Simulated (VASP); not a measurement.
Runs of VASP 6.6.1 on HfO2. The structure is that of space group Fm-3m (No. 225), or close to it. The cells are those of the table. 

```tsv
cell	gap on the mesh (eV)	pressure (GPa)	largest force (eV/Å)
a = 3.572 Å, angles 60.0°, 3 atoms	3.83	3.1	-
a = 3.622 Å, angles 58.2°, 3 atoms	3.85	3.6	(b)
a = 3.554 Å, angles 58.2°, 3 atoms	4.00	20.6	0.44
a = 3.637 Å, angles 60.0°, 3 atoms	(c)	-9.5	-
a = 3.506 Å, angles 60.0°, 3 atoms	(a)	20.0	-
```

Alike in all rows: task single point; level PBE; potentials or basis VASP PAW PBE potentials, release 64 (Hf_pv, O); no spin polarisation; k mesh 8 × 8 × 8; cutoff (eV) 520; smearing gaussian 0.05 eV.

Task: Estimate the missing entries.

Result: (a) 3.98; (b) 0.30; (c) 3.68.

Caveats: spin-orbit coupling is left out, which moves the levels of the heavy elements.

A k mesh can miss the band edges, and the runs leave out spin-orbit coupling on Hf.
